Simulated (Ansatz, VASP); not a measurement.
**SnO in VASP and in Ansatz**

```
CELL_PARAMETERS angstrom
3.76900 0.00000 0.00000
0.00000 3.76900 0.00000
0.00000 0.00000 30.63276
ATOMIC_POSITIONS crystal
Sn 0.75000 0.25000 0.46344
Sn 0.25000 0.75000 0.53656
O 0.25000 0.25000 0.50000
O 0.75000 0.75000 0.50000
```

Alike in both runs: task single point; functional PBE; dispersion D3(BJ); k mesh 6 × 6 × 1; occupations gaussian, width 0.02 eV; no spin polarisation.

|  | VASP | Ansatz |
| --- | --- | --- |
| version | VASP 6.6.1 | Ansatz 0.2.0 |
| potentials or method | VASP PAW PBE potentials, release 64 (Sn_d, O), cutoff 520 eV | scalar-relativistic, plane waves, PAW |
| valence electrons in the cell | 40 | 40 |

|  | VASP | Ansatz | Ansatz less VASP |
| --- | --- | --- | --- |
| gap on the k mesh at the Fermi level (eV) | 2.90 | 2.99 | +0.084 |
| least direct gap on the mesh (eV) | 2.97 | 3.05 | +0.081 |
| rms of the force components (eV/Å) | 0.676 | 0.626 | -0.0494 |
